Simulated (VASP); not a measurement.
Write the native input for VASP 6.6.1 that does the following.

* Task: single point
* Functional: PBE
* Potentials or basis: VASP PAW PBE potentials, release 64 (Co, Si)
* Cutoff: 520 eV
* k mesh: 16 × 16 × 16
* Occupations: gaussian, width 0.15 eV
* Spin: no spin polarisation
* Dipole correction: no
* Further INCAR settings: ALGO = Normal; EDIFF = 1e-06; NBANDS = 16

The structure of CoSi2 lies in POSCAR:

```
CoSi2
1.0
    0.0000000000      2.8139360127      2.6799390597
    2.8139360127      0.0000000000      2.6799390597
    2.8139360127      2.8139360127      0.0000000000
Co Si
1 2
Direct
    0.0000000000      0.0000000000      0.0000000000
    0.2500000000      0.2500000000      0.2500000000
    0.7500000000      0.7500000000      0.7500000000
```

This cell differs from its parent crystal: strain +0.050 along x and y, +0.000 along z.

One way to write it, as run:

INCAR

```
SYSTEM = CoSi2
ALGO = Normal
EDIFF = 1E-6
ENCUT = 520
GGA = PE
ISIF = 2
ISMEAR = 0
LASPH = .TRUE.
LCHARG = .TRUE.
LELF = .TRUE.
LREAL = .FALSE.
LVHAR = .TRUE.
LWAVE = .FALSE.
NBANDS = 16
NELM = 80
PREC = Accurate
SIGMA = 0.15
```

KPOINTS

```
k-points
0
G
  16 16 16
  0 0 0
```

Potentials or basis: VASP PAW PBE potentials, release 64 (Co, Si).

Launch:

```sh
$ cat potpaw_PBE.64/Co/POTCAR potpaw_PBE.64/Si/POTCAR > POTCAR
$ mpirun -np 1 vasp_std > vasp.out
```

It gave:

```
Pressure               : -13.8 GPa
Band gap on the k mesh : zero (an odd number of electrons rules out a gap without spin polarisation)
```

Caveat: the cell differs from its parent crystal (strain +0.050 along x and y, +0.000 along z); the cell stands under tension; the run has no spin polarisation, though such a crystal can be magnetic.

It took 5.7 min on 1 thread of Intel Xeon 8259CL, with other jobs on the host, peak memory 0.35 GiB.
